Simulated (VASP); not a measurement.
# Au (P-1) in VASP: single point with PBEsol

Aim: the single point of Au with PBEsol.

Program: VASP 6.6.1. These are calculated values, not measurements. Logs are shortened: lines on timing, memory, paths and dates and some standing lists are left out, and cuts for length are marked.

### Step 1. The cell of the first run

The typed cell holds 2 atoms: a = 2.920 Å, b = 2.920 Å, c = 4.893 Å, α = 90.00°, β = 90.00°, γ = 122.19°.

### Step 2. Single point, PBEsol (atom 1 (Au) moved by (-0.300, -0.150) A along x and z)

INCAR reads:

```
ALGO = Fast ; EDIFF = 1E-6
ENCUT = 520 ; GGA = PS
ISIF = 2 ; ISMEAR = 0
LASPH = True ; LCHARG = True
LELF = True ; LREAL = False
LVHAR = True ; LWAVE = False
NBANDS = 18 ; NELM = 80
PREC = Accurate ; SIGMA = 0.15
```

KPOINTS reads:

```
k-points
0
Gamma
  20 20 10
```

POSCAR reads:

```
Au
1.0
    1.4113099650     -2.5559330250      0.0000000000
    1.4113099650      2.5559330250      0.0000000000
    0.0000000000      0.0000000000      4.8931696100
Au
2
Direct
    0.5590437350      0.2283877950      0.2193450234
    0.3346720300      0.6653279700      0.7500000000
```

Potentials or basis: VASP PAW PBE potentials, release 64 (Au).

The run is started by

```bash
cat potpaw_PBE.64/Au/POTCAR > POTCAR
mpirun -np 1 vasp_std > vasp.out
```

OUTCAR:

```text
EDIFF = 1E-6
   ENCUT = 520
   GGA = PS
   ISIF = 2
   ISMEAR = 0
   LASPH = True
   LREAL = False
   NELM = 80
   PREC = Accurate

 ion  position               nearest neighbor table
   1  0.559  0.228  0.219-   2 2.69   2 2.87   2 2.95   2 2.99   2 3.11   2 3.23
   2  0.335  0.665  0.750-   1 2.69   1 2.87   1 2.95   1 2.99   1 3.11   1 3.23

  LATTYP: Found a base centered orthorhombic cell.
 ALAT       =     2.8226199300
 B/A-ratio  =     1.8110359088
 C/A-ratio  =     1.7335559627

  Lattice vectors:

 A1 = (   1.4113099650,  -2.5559330250,   0.0000000000)
 A2 = (   1.4113099650,   2.5559330250,   0.0000000000)
 A3 = (   0.0000000000,   0.0000000000,   4.8931696100)

Analysis of symmetry for initial positions (statically):
=====================================================================
 Subroutine PRICEL returns:
 Original cell was already a primitive cell.

 Routine SETGRP: Setting up the symmetry group for a
 base centered orthorhombic supercell.

 Subroutine GETGRP returns: Found  2 space group operations
 (whereof  1 operations were pure point group operations)
 out of a pool of  8 trial point group operations.

The static configuration has the point symmetry C_1 .
 The point group associated with its full space group is S_2 .

Analysis of symmetry for dynamics (positions and initial velocities):
=====================================================================
 Subroutine PRICEL returns:
 Original cell was already a primitive cell.

 Routine SETGRP: Setting up the symmetry group for a
 base centered orthorhombic supercell.

 Subroutine GETGRP returns: Found  2 space group operations
 (whereof  1 operations were pure point group operations)
 out of a pool of  8 trial point group operations.

The dynamic configuration has the point symmetry C_1 .
 The point group associated with its full space group is S_2 .

 Subroutine INISYM returns: Found  2 space group operations
 (whereof  1 operations are pure point group operations),
 and found     1 'primitive' translations

----------------------------------------------------------------------------------------

                                     Primitive cell

  volume of cell :      35.3014

  direct lattice vectors                    reciprocal lattice vectors
     1.411309965 -2.555933025  0.000000000     0.354280783 -0.195623279  0.000000000
     1.411309965  2.555933025  0.000000000     0.354280783  0.195623279  0.000000000
     0.000000000  0.000000000  4.893169610     0.000000000  0.000000000  0.204366511

  length of vectors
     2.919689957  2.919689957  4.893169610     0.404701545  0.404701545  0.204366511

  position of ions in fractional coordinates (direct lattice)
     0.559043735  0.228387795  0.219345023
     0.334672030  0.665327970  0.750000000

  ion indices of the primitive-cell ions
   primitive index   ion index
                 1           1
                 2           2

----------------------------------------------------------------------------------------

 KPOINTS: k-points

Automatic generation of k-mesh.
 Grid dimensions read from file:
 generate k-points for:   20   20   10

 Generating k-lattice:

  Cartesian coordinates                     Fractional coordinates (reciprocal lattice)
     0.017714039 -0.009781164  0.000000000     0.050000000  0.000000000  0.000000000
     0.017714039  0.009781164  0.000000000     0.000000000  0.050000000  0.000000000
     0.000000000  0.000000000  0.020436651     0.000000000  0.000000000  0.100000000

  Length of vectors
     0.020235077  0.020235077  0.020436651

  Shift w.r.t. Gamma in fractional coordinates (k-lattice)
     0.000000000  0.000000000  0.000000000

 Subroutine IBZKPT returns following result:
 ===========================================

 Found   2004 irreducible k-points:

 Following reciprocal coordinates:
            Coordinates               Weight
  0.000000  0.000000  0.000000      1.000000
  0.050000 -0.000000  0.000000      2.000000
 -0.000000  0.050000  0.000000      2.000000
  0.100000 -0.000000  0.000000      2.000000
 -0.000000  0.100000  0.000000      2.000000
  0.150000  0.000000  0.000000      2.000000
[... 16 lines left out ...]
  0.100000  0.050000  0.000000      2.000000
  0.050000  0.100000  0.000000      2.000000
 [... further k-points ...]
   k-points           NKPTS =   2004   k-points in BZ     NKDIM =   2004   number of bands    NBANDS=     18
   number of dos      NEDOS =    301   number of ions     NIONS =      2
   total plane-waves  NPLWV =  20736
   dimension x,y,z NGX =    24 NGY =   24 NGZ =   36
   dimension x,y,z NGXF=    48 NGYF=   48 NGZF=   72
   ions per type =               2
   NGX,Y,Z   is equivalent  to a cutoff of  13.67, 13.67, 12.23 a.u.
   NGXF,Y,Z  is equivalent  to a cutoff of  27.33, 27.33, 24.46 a.u.
 SYSTEM =  unknown system
   PREC   = accura    normal or accurate (medium, high low for compatibility)
   ISTART =      0    job   : 0-new  1-cont  2-samecut
   ICHARG =      2    charge: 1-file 2-atom 10-const
   ISPIN  =      1    spin polarized calculation?
   LNONCOLLINEAR =      F non collinear calculations
   LSORBIT =      F    spin-orbit coupling
   LASPH  =      T    aspherical Exc in radial PAW
   ENCUT  =  520.0 eV  38.22 Ry    6.18 a.u.   5.43  5.43  9.10*2*pi/ulx,y,z
   NELM   =     80;   NELMIN=  2; NELMDL= -5     # of ELM steps
   EDIFF  = 0.1E-05   stopping-criterion for ELM
   LREAL  =      F    real-space projection
   EDIFFG = 0.1E-04   stopping-criterion for IOM
   NSW    =      0    number of steps for IOM
   IBRION =     -1    ionic relax: 0-MD 1-quasi-New 2-CG
   NFREE  =      0    steps in history (QN), initial steepest desc. (CG)
   ISIF   =      2    stress and relaxation
   ISYM   =      2    0-nonsym 1-usesym 2-fastsym
   POTIM  = 0.5000    time-step for ionic-motion
   TEBEG  =    0.0;   TEEND  =   0.0 temperature during run
   PSTRESS=    0.0 pullay stress
   NELECT =      22.0000    total number of electrons
   NUPDOWN=      -1.0000    fix difference up-down
   EMIN   =  10.00;   EMAX   =-10.00  energy-range for DOS
   EFERMI =   0.00;   METHOD = LEGACY
   ISMEAR =     0;   SIGMA  =   0.15  broadening in eV -4-tet -1-fermi 0-gaus
   EFERMI_NEDOS =   21; number of points for ismear=-14 and -15
   IALGO  =     68    algorithm
   IMIX   =      4    mixing-type and parameters
     AMIX     =   0.40;   BMIX     =  1.00
     AMIX_MAG =   1.60;   BMIX_MAG =  1.00
  volume/ion in A,a.u.               =      17.65       119.11
  Fermi-wavevector in a.u.,A,eV,Ry     =   1.398358  2.642513 26.604898  1.955405
  Thomas-Fermi vector in A             =   2.521524
   LORBIT       =      0    0 simple, 1 ext, 2 COOP (PROOUT), +10 PAW based schemes
   GGA     = PS    functional components
   LHFCALC =     F    Hartree Fock is set to
   AEXX    =    0.0000 exact exchange contribution
   IVDW    =     0    specifies the selected vdW correction
   LEPSILON=     F    determine dielectric tensor
   LRPA    =     F    only Hartree local field effects (RPA)
 non-spin polarized calculation
 RMM-DIIS sequential band-by-band and
 Gauss-broadening in eV      SIGMA  =   0.15
  energy-cutoff  :      520.00
  volume of cell :       35.30
 maximum number of plane-waves:       968
 NGX is ok and might be reduce to    24
   NGX = 11   NGY = 11   NGZ = 19

 number of electron      21.9999997 magnetization

 Free energy of the ion-electron system (eV)
  ---------------------------------------------------
  ext. energy  EPLUGINS =         0.00000000
  ---------------------------------------------------
  free energy    TOTEN  =        -7.71280062 eV

  energy without entropy =       -7.70551721  energy(sigma->0) =       -7.70915891

 E-fermi :   8.6728     XC(G=0): -12.6613

 val. band max:        8.6724373991   @ k =   0.0500  -0.4000  -0.4000
 cond. band min:       8.6730583111   @ k =  -0.4500  -0.0500   0.2000
 fundamental gap:      0.0006209121
 Fermi energy:         8.6727596467

 k-point     1 :       0.0000    0.0000    0.0000
  band No.  band energies     occupation
      1      -0.8860      2.00000
      2       1.5357      2.00000
      3       3.7481      2.00000
      4       3.9656      2.00000
      5       4.2906      2.00000
      6       4.6055      2.00000
[... 10 lines left out ...]
     17      26.1301      0.00000
     18      28.7326      0.00000

 k-point     2 :       0.0500   -0.0000    0.0000
  band No.  band energies     occupation
      1      -0.8069      2.00000
      2       1.6010      2.00000
      3       3.7551      2.00000
      4       4.0134      2.00000
      5       4.3135      2.00000
      6       4.5907      2.00000
[... 10 lines left out ...]
     17      25.8391      0.00000
     18      27.7500      0.00000

 k-point     3 :      -0.0000    0.0500    0.0000
  band No.  band energies     occupation
      1      -0.8051      2.00000
      2       1.6071      2.00000
      3       3.7575      2.00000
      4       3.9999      2.00000
      5       4.3164      2.00000
      6       4.5926      2.00000
[... 10 lines left out ...]
     17      25.6602      0.00000
     18      27.9140      0.00000

 k-point     4 :       0.1000   -0.0000    0.0000
  band No.  band energies     occupation
      1      -0.5745      2.00000
      2       1.7857      2.00000
      3       3.7662      2.00000
      4       4.1394      2.00000
      5       4.3618      2.00000
      6       4.5745      2.00000
[... 375 lines left out ...]
      4       4.1253      2.00000
      5       4.4026      2.00000
      6       4.5122      2.00000
[... 10 lines left out ...]
     17      25.3143      0.00000
     18      26.9485      0.00000

 k-point    23 :       0.1000    0.0500    0.0000
  band No.  band energies     occupation
      1      -0.3336      2.00000
      2       1.9778      2.00000
      3       3.7875      2.00000
      4       4.3500      2.00000
      5       4.4189      2.00000
      6       4.4668      2.00000
[... 10 lines left out ...]
     17      25.0762      0.00000
     18      27.0023      0.00000

 k-point    24 :       0.0500    0.1000    0.0000
  band No.  band energies     occupation
      1      -0.3257      2.00000
      2       2.0040      2.00000
      3       3.7624      2.00000
      4       4.1954      2.00000
      5       4.4938      2.00000
      6       4.5620      2.00000
[... 10 lines left out ...]
     17      25.2297      0.00000
     18      26.5917      0.00000

 [... further k-points ...]

------------------------ aborting loop because EDIFF is reached ----------------------------------------

  FORCE on cell =-STRESS in cart. coord.  units (eV):
  Direction    XX          YY          ZZ          XY          YZ          ZX
  --------------------------------------------------------------------------------------
  -------------------------------------------------------------------------------------
  Total       -0.5675982     -1.0462275     -0.3198442      0.1935881      0.2309016      0.4050882
  in kB      -25.7608045    -47.4837005    -14.5163323      8.7861188     10.4796165     18.3851856
  external PRESSURE =     -29.2536124 kB  Pullay stress =       0.0000000 kB

 VOLUME and BASIS-vectors are now :
 -----------------------------------------------------------------------------
  energy-cutoff  :      520.00
  volume of cell :       35.30
      direct lattice vectors                 reciprocal lattice vectors
     1.411309965 -2.555933025  0.000000000     0.354280783 -0.195623279  0.000000000
     1.411309965  2.555933025  0.000000000     0.354280783  0.195623279  0.000000000
     0.000000000  0.000000000  4.893169610     0.000000000  0.000000000  0.204366511

 POSITION                                       TOTAL-FORCE (eV/Angst)
 -----------------------------------------------------------------------------------
      1.11131     -0.84513      1.07329         0.185081      0.147625      1.044897
      1.41131      0.84513      3.66988        -0.185081     -0.147625     -1.044897
 -----------------------------------------------------------------------------------
    total drift:                                0.000004      0.000001      0.000002

  FREE ENERGIE OF THE ION-ELECTRON SYSTEM (eV)
  ---------------------------------------------------
  free  energy   TOTEN  =        -7.7128006165 eV

  energy  without entropy=       -7.7055172066  energy(sigma->0) =       -7.70915891
```

It took 19 min on 1 thread of Intel Xeon 8259CL, shared host; peak memory 1 GiB.

What came out:

- Free energy: -7.7128 eV
- Pressure: -2.9 GPa
- Largest force: 1.071 eV/Å
- Band gap on the k mesh: zero (bands 11 and 12 overlap by 6.19 eV)

Forces in eV/Å, atoms in the order of the input:
```
Au   0.185  0.148  1.045
Au  -0.185 -0.148 -1.045
```

Stress tensor (GPa, compression positive):
```
-2.58  0.88  1.84
 0.88 -4.75  1.05
 1.84  1.05 -1.45
```

Levels at points of the mesh, in eV from the Fermi level:
```tsv
k point	band 7	band 8	band 9	band 10	band 11	band 12	band 13	band 14	band 15	band 16
(0.00, 0.00, 0.00)	-3.83	-3.68	-2.86	-2.55	-1.77	-1.02	2.39	14.46	15.78	16.28
(0.50, 0.00, 0.00)	-2.76	-1.92	-1.69	-1.68	-0.03	2.09	5.13	6.19	7.76	10.09
(0.00, 0.50, 0.00)	-3.70	-2.08	-1.85	-1.56	1.00	1.33	6.26	6.55	8.83	10.12
(0.50, 0.50, 0.00)	-3.57	-2.12	-1.84	-1.69	0.22	1.27	5.21	6.72	7.10	11.18
(0.00, 0.00, 0.50)	-4.12	-4.01	-2.95	-2.52	-2.46	-2.33	9.19	11.24	14.86	15.06
(0.50, 0.00, 0.50)	-2.88	-2.62	-1.68	-1.67	1.00	1.42	3.43	3.85	12.56	13.23
(0.00, 0.50, 0.50)	-1.97	-1.87	-1.65	-1.53	0.17	0.32	4.19	4.38	12.23	12.65
(0.50, 0.50, 0.50)	-2.29	-2.11	-1.79	-1.69	0.14	0.44	3.31	3.68	12.12	13.16
```

Caveat: the cell differs from its parent crystal (atom 1 (Au) moved by (-0.300, -0.150) A along x and z); the PAW data sets were made with another functional, which shifts forces and pressure a little; spin-orbit coupling is left out, which moves the levels of the heavy elements.
